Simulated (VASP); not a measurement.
# Ni (Fmmm) in VASP: notebook

The runs below take Ni through single point, with PBE.

Everything below comes from runs of VASP 6.6.1. Logs are shortened: lines on timing, memory, paths and dates and some standing lists are left out, and cuts for length are marked.

**1. The cell of the first run**

The structure is orthorhombic, space group Fmmm (No. 69). Conventional cell: a = 2.800 Å, b = 3.901 Å, c = 4.020 Å, α = 90.00°, β = 90.00°, γ = 90.00°. Ni (site symmetry mmm) has 14 Ni at 2.40 to 2.80 Å within 3.2 Å.

**2. Single point, PBE, collinear spin, ferromagnetic start (strain +0.0300 x Voigt [0, 0, 0, 0, 1, 0])**

INCAR

```
SYSTEM = Ni
PREC = Accurate
ENCUT = 520
EDIFF = 1E-6
ISMEAR = 0
SIGMA = 0.15
LREAL = .FALSE.
LASPH = .TRUE.
NELM = 150
ALGO = Fast
ISIF = 2
LWAVE = .FALSE.
LCHARG = .FALSE.
ISPIN = 2
MAGMOM = 0.64
LORBIT = 11
LMAXMIX = 4
GGA = PE
NBANDS = 15
KPAR = 4
```

KPOINTS

```
regular mesh
0
G
  30 30 30
  0 0 0
```

POSCAR

```
Ni
1.0
   -1.3792362053      1.4002398023      1.3792362053
    1.4212433993     -1.4002398023      1.4212433993
    1.3792362053      1.4002398023     -1.3792362053
Ni
1
Direct
    0.0000000000      0.0000000000      0.0000000000
```

Potentials or basis: VASP PAW PBE potentials, release 64 (Ni).

The run is started by

```sh
$ cat potpaw_PBE.64/Ni/POTCAR > POTCAR
$ mpirun -np 4 vasp_std > vasp.out
```

OUTCAR:

```text
SYSTEM = Ni
   PREC = Accurate
   ENCUT = 520
   EDIFF = 1E-6
   ISMEAR = 0
   LREAL = .FALSE.
   LASPH = .TRUE.
   NELM = 150
   ISIF = 2
   ISPIN = 2
   LORBIT = 11
   GGA = PE

 ion  position               nearest neighbor table
   1  0.000  0.000  0.000-

  LATTYP: Found a face centered orthorhombic cell.
 ALAT       =     2.8004796046
 B/A-ratio  =     1.3930003590
 C/A-ratio  =     1.4354267658

  Lattice vectors:

 A1 = (  -0.0420071940,   0.0000000000,  -2.8004796046)
 A2 = (  -1.4212433993,   1.4002398023,  -1.4212433993)
 A3 = (   1.3792362053,   1.4002398023,  -1.3792362053)

Analysis of symmetry for initial positions (statically):
=====================================================================
 Subroutine PRICEL returns:
 Original cell was already a primitive cell.

 Routine SETGRP: Setting up the symmetry group for a
 face centered orthorhombic supercell.

 Subroutine GETGRP returns: Found  8 space group operations
 (whereof  8 operations were pure point group operations)
 out of a pool of  8 trial point group operations.

The static configuration has the point symmetry D_2h.

Analysis of symmetry for dynamics (positions and initial velocities):
=====================================================================
 Subroutine PRICEL returns:
 Original cell was already a primitive cell.

 Routine SETGRP: Setting up the symmetry group for a
 face centered orthorhombic supercell.

 Subroutine GETGRP returns: Found  8 space group operations
 (whereof  8 operations were pure point group operations)
 out of a pool of  8 trial point group operations.

The dynamic configuration has the point symmetry D_2h.

Analysis of structural, dynamic, and magnetic symmetry:
=====================================================================
 Subroutine PRICEL returns:
 Original cell was already a primitive cell.

 Routine SETGRP: Setting up the symmetry group for a
 face centered orthorhombic supercell.

 Subroutine GETGRP returns: Found  8 space group operations
 (whereof  8 operations were pure point group operations)
 out of a pool of  8 trial point group operations.

The overall configuration has the point symmetry D_2h.

 Subroutine INISYM returns: Found  8 space group operations
 (whereof  8 operations are pure point group operations),
 and found     1 'primitive' translations

----------------------------------------------------------------------------------------

                                     Primitive cell

  volume of cell :      10.9792

  direct lattice vectors                    reciprocal lattice vectors
    -1.379236205  1.400239802  1.379236205    -0.005357431  0.357081694  0.357162055
[... 122 lines left out ...]
   NGX =  9   NGY =  9   NGZ =  9

 number of electron      10.0000000 magnetization       0.6400000

 number of electron       9.9999992 magnetization       0.5495068

 Free energy of the ion-electron system (eV)
  ---------------------------------------------------
  ext. energy  EPLUGINS =         0.00000000
  ---------------------------------------------------
  free energy    TOTEN  =        -5.38029495 eV

  energy without entropy =       -5.36207949  energy(sigma->0) =       -5.37118722

 E-fermi :   9.1227     XC(G=0): -13.1962

 val. band max:        9.1227033113   @ k =  -0.3000   0.3667   0.1000
 cond. band min:       9.1228203681   @ k =   0.3667   0.4000   0.3667
 fundamental gap:      0.0001170568
 Fermi energy:         9.1227065836

 spin component 1

 k-point     1 :       0.0000    0.0000    0.0000
  band No.  band energies     occupation
      1       0.2987      1.00000
      2       6.7391      1.00000
      3       6.8509      1.00000
      4       6.9773      1.00000
      5       8.2551      1.00000
      6       8.2636      1.00000
      7      34.9968      0.00000
      8      35.4944      0.00000
      9      35.8821      0.00000
     10      39.9997      0.00000
     11      40.3304      0.00000
     12      40.6472      0.00000
     13      41.2181      0.00000
     14      41.9305      0.00000
[... 403 lines left out ...]
      4       7.9038      1.00000
      5       8.0326      1.00000
      6       8.3256      1.00000
      7      24.7682      0.00000
      8      30.2058      0.00000
      9      32.7107      0.00000
     10      34.2809      0.00000
     11      37.1602      0.00000
     12      40.5893      0.00000
     13      44.4739      0.00000
     14      48.5971      0.00000
     15      51.7596      0.00000

 [... further k-points ...]

 Fermi energy:         9.1227065836

 spin component 2

 k-point     1 :       0.0000    0.0000    0.0000
  band No.  band energies     occupation
      1       0.2843      1.00000
      2       7.4002      1.00000
      3       7.5149      1.00000
      4       7.6481      1.00000
      5       8.7388      0.99985
      6       8.7465      0.99981
      7      34.8963      0.00000
      8      35.3927      0.00000
      9      35.7840      0.00000
     10      39.9588      0.00000
     11      40.2568      0.00000
     12      40.8276      0.00000
     13      41.3978      0.00000
     14      42.1072      0.00000
[... 403 lines left out ...]
      4       8.5489      1.00000
      5       8.6081      1.00000
      6       8.8157      0.99810
      7      24.8773      0.00000
      8      30.2094      0.00000
      9      32.8141      0.00000
     10      34.3207      0.00000
     11      37.2372      0.00000
     12      40.5939      0.00000
     13      44.4976      0.00000
     14      48.6289      0.00000
     15      51.8411      0.00000

 [... further k-points ...]
[... 5 lines left out ...]
  --------------------------------------------------------------------------------------
  -------------------------------------------------------------------------------------
  Total       -0.0028583      0.0085199     -0.0028583      0.0000000      0.0000000     -0.3095292
  in kB       -0.4171107      1.2433008     -0.4171107      0.0000000      0.0000000    -45.1692259
  external PRESSURE =       0.1363598 kB  Pullay stress =       0.0000000 kB

 VOLUME and BASIS-vectors are now :
 -----------------------------------------------------------------------------
  energy-cutoff  :      520.00
  volume of cell :       10.98
      direct lattice vectors                 reciprocal lattice vectors
    -1.379236205  1.400239802  1.379236205    -0.005357431  0.357081694  0.357162055
     1.421243399 -1.400239802  1.421243399     0.351804624  0.000000000  0.351804624
     1.379236205  1.400239802 -1.379236205     0.357162055  0.357081694 -0.005357431

 POSITION                                       TOTAL-FORCE (eV/Angst)
 -----------------------------------------------------------------------------------
      0.00000      0.00000      0.00000        -0.000000     -0.000000     -0.000000
 -----------------------------------------------------------------------------------
    total drift:                                0.000000      0.000000      0.000000

  FREE ENERGIE OF THE ION-ELECTRON SYSTEM (eV)
  ---------------------------------------------------
  free  energy   TOTEN  =        -5.3802949540 eV

  energy  without entropy=       -5.3620794899  energy(sigma->0) =       -5.37118722

 total charge

# of ion       s       p       d       tot
------------------------------------------
    1        0.488   0.481   8.331   9.300

 magnetization (x)

# of ion       s       p       d       tot
------------------------------------------
    1       -0.004  -0.017   0.579   0.558
```

OSZICAR:

```text
N       E                     dE             d eps       ncg     rms          rms(c)
DAV:   1     0.330790675247E+02    0.33079E+02   -0.42044E+03237769   0.854E+02
DAV:   2    -0.491016904354E+01   -0.37989E+02   -0.35389E+02255758   0.162E+02
DAV:   3    -0.634328143997E+01   -0.14331E+01   -0.14140E+01275152   0.307E+01
DAV:   4    -0.635214485633E+01   -0.88634E-02   -0.88615E-02272393   0.231E+00
DAV:   5    -0.635225394580E+01   -0.10909E-03   -0.10909E-03280023   0.230E-01    0.951E+00
RMM:   6    -0.569355657103E+01    0.65870E+00   -0.16082E+00304768   0.134E+01    0.611E+00
RMM:   7    -0.540143777729E+01    0.29212E+00   -0.19507E-01297611   0.457E+00    0.204E+00
RMM:   8    -0.538226492730E+01    0.19173E-01   -0.39812E-03347218   0.401E-01    0.876E-01
RMM:   9    -0.538071079662E+01    0.15541E-02   -0.74934E-04349933   0.203E-01    0.224E-01
RMM:  10    -0.538029493437E+01    0.41586E-03   -0.20136E-04332098   0.145E-01    0.422E-02
RMM:  11    -0.538029341150E+01    0.15229E-05   -0.48975E-05356138   0.454E-02    0.197E-02
RMM:  12    -0.538029484462E+01   -0.14331E-05   -0.76536E-06343212   0.195E-02    0.111E-02
RMM:  13    -0.538029495399E+01   -0.10937E-06   -0.12051E-06253596   0.735E-03
   1 F= -.53802950E+01 E0= -.53711872E+01  d E =-.182155E-01  mag=     0.5503
```

Run time: 4.9 min. Hardware: 4 MPI ranks of Intel Xeon Platinum 8259CL at 2.50GHz (Skylake/Cascade Lake), shared host; peak memory 0.91 GiB.

What came out:

```
Free energy                                           : -5.3803 eV
Pressure                                              : 0.0 GPa
Net moment                                            : 0.55 μB per cell
Site moments                                          : Ni +0.56 μB
Valence electrons inside the program's atomic spheres : Ni 9.30
```

Caveat: the cell differs from its parent crystal (strain +0.0300 x Voigt [0, 0, 0, 0, 1, 0]).

**3. Single point, PBE, collinear spin, ferromagnetic start (strain -0.0200 x Voigt [0, 0, 0, 0, 1, 0])**

INCAR

```
SYSTEM = Ni
PREC = Accurate ; ENCUT = 520
EDIFF = 1E-6 ; ISMEAR = 0
SIGMA = 0.15 ; LREAL = .FALSE.
LASPH = .TRUE. ; NELM = 150
ALGO = Fast ; ISIF = 2
LWAVE = .FALSE. ; LCHARG = .TRUE.
ISPIN = 2 ; MAGMOM = 0.64
LORBIT = 11 ; LMAXMIX = 4
GGA = PE ; LVHAR = .TRUE.
NBANDS = 15 ; KPAR = 4
```

KPOINTS

```
Automatic mesh
0
G
  30 30 30
  0 0 0
```

POSCAR

```
Ni
1.0
   -1.4142422003      1.4002398023      1.4142422003
    1.3862374043     -1.4002398023      1.3862374043
    1.4142422003      1.4002398023     -1.4142422003
Ni
1
Direct
    0.0000000000      0.0000000000      0.0000000000
```

Potentials or basis: VASP PAW PBE potentials, release 64 (Ni).

The run is started by

```sh
$ cat potpaw_PBE.64/Ni/POTCAR > POTCAR
$ mpirun -np 4 vasp_std > vasp.out
```

Wall time 9.6 min (4 MPI ranks of AMD EPYC 9755, shared host); peak memory 0.88 GiB.

Results (log left out):

```
Free energy                                           : -5.3829 eV
Pressure                                              : -0.1 GPa
Net moment                                            : 0.55 μB per cell
Site moments                                          : Ni +0.56 μB
Valence electrons inside the program's atomic spheres : Ni 9.30
```

Stress tensor (GPa, compression positive):
```
-0.13  0.00  3.01
 0.00 -0.06  0.00
 3.01  0.00 -0.13
```

Levels at points of the mesh, in eV from the Fermi level:
Spin up:
| k point | band 3 | band 4 | band 5 | band 6 | band 7 | band 8 |
| --- | --- | --- | --- | --- | --- | --- |
| (0.00, 0.00, 0.00) | -2.27 | -2.18 | -0.87 | -0.86 | 26.05 | 26.37 |
| (0.50, 0.00, 0.00) | -0.95 | -0.72 | -0.06 | 0.29 | 6.42 | 18.89 |
| (0.00, 0.50, 0.00) | -0.98 | -0.77 | -0.02 | 0.47 | 6.65 | 18.86 |
| (0.50, 0.00, 0.50) | -0.92 | -0.67 | -0.09 | 0.13 | 6.19 | 19.20 |
| (0.50, 0.50, 0.50) | -0.33 | -0.28 | -0.22 | 9.70 | 9.73 | 9.77 |
Spin down:
```csv
k point,band 1,band 2,band 3,band 4,band 5,band 6,band 7,band 8,band 9,band 10
"(0.00, 0.00, 0.00)",-8.84,-1.68,-1.60,-1.51,-0.38,-0.38,25.95,26.26,26.54,30.98
"(0.50, 0.00, 0.00)",-4.19,-2.56,-0.39,-0.22,0.26,0.70,6.76,18.84,20.14,23.76
"(0.00, 0.50, 0.00)",-4.17,-2.52,-0.42,-0.27,0.43,0.74,6.98,18.80,19.79,23.61
"(0.50, 0.00, 0.50)",-4.22,-2.60,-0.36,-0.18,0.09,0.67,6.54,19.14,20.23,23.96
"(0.50, 0.50, 0.50)",-3.80,-3.79,0.42,0.48,0.54,9.73,9.76,9.80,15.68,15.68
```

Caveat: the cell differs from its parent crystal (strain -0.0200 x Voigt [0, 0, 0, 0, 1, 0]).
